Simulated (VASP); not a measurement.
Write the native input for VASP 6.6.1 that does the following.

| Quantity | Value |
| --- | --- |
| Task | single point |
| Functional | PBE |
| Dispersion | D3(BJ) |
| Potentials or basis | VASP PAW PBE potentials, release 64 (C_h, O_h) |
| Cutoff | 910 eV |
| k mesh | 2 × 2 × 1 |
| Occupations | gaussian, width 0.02 eV |
| Spin | no spin polarisation |
| Dipole correction | no |
| Further INCAR settings | LREAL = Auto; ALGO = Normal; EDIFF = 1e-06; NBANDS = 57; NELMDL = -8 |

The structure of C19O lies in POSCAR:

```
C19O
1.0
    7.3980000000      0.0000000000      0.0000000000
   -3.6990000000      6.4068560000      0.0000000000
    0.0000000000      0.0000000000     12.0000000000
C O
19 1
Direct
   -0.0009856028     -0.0007067089      0.0738804460
    0.2187954570      0.1049920101      0.0831320999
   -0.0009747821      0.3346547043      0.0738792584
    0.2188105064      0.4487422505      0.0831353609
    0.0007085208      0.6678213448      0.0741961696
    0.2203232143      0.7776285963      0.0741744332
    0.3307049246      0.0003762111      0.0794032972
    0.5581397512      0.1140931882      0.0794046832
    0.3205066427      0.3277204477      0.1104298026
    0.5683445977      0.4516395068      0.1104063186
    0.3307094851      0.6652646413      0.0794066723
    0.5581352322      0.7789780136      0.0794080430
    0.6685234828      0.0017287864      0.0741825269
    0.8881372060      0.1115357034      0.0742065199
    0.6700481539      0.3306204984      0.0831217795
    0.8898319847      0.4447004553      0.0738741397
    0.6700331483      0.6743514830      0.0831249020
    0.8898211834      0.7800542591      0.0738728722
    0.4444374803      0.3895658618      0.2142887888
    0.4445137134      0.3890954464      0.3141379860
```

These files were run (other wordings do the same):

INCAR

```
SYSTEM = C19O
  ALGO = Normal
  EDIFF = 1E-6
  ENCUT = 910
  GGA = PE
  GGA_COMPAT = .FALSE.
  ISIF = 2
  ISMEAR = 0
  IVDW = 12
  LASPH = .TRUE.
  LCHARG = .FALSE.
  LREAL = Auto
  LWAVE = .FALSE.
  NBANDS = 57
  NELM = 120
  NELMDL = -8
  PREC = Accurate
  SIGMA = 0.02
```

KPOINTS

```
k-points
0
G
  2 2 1
  0 0 0
```

Potentials or basis: VASP PAW PBE potentials, release 64 (C_h, O_h).

Launch:

```sh
$ cat potpaw_PBE.64/C_h/POTCAR potpaw_PBE.64/O_h/POTCAR > POTCAR
$ mpirun -np 1 vasp_std > vasp.out
```

It gave:

```json
{
 "Largest force": "0.037 eV/Å",
 "Band gap on the k mesh": "0.23 eV",
 "Dispersion energy per atom": "-0.089 eV"
}
```

Caveat: the k points lie up to 0.49 Å⁻¹ apart.

Wall time 12 min on 1 thread of Intel(R) Xeon(R) Platinum 8375C CPU @ 2.90GHz (Ice Lake), with other jobs on the host, peak memory 1.4 GiB.
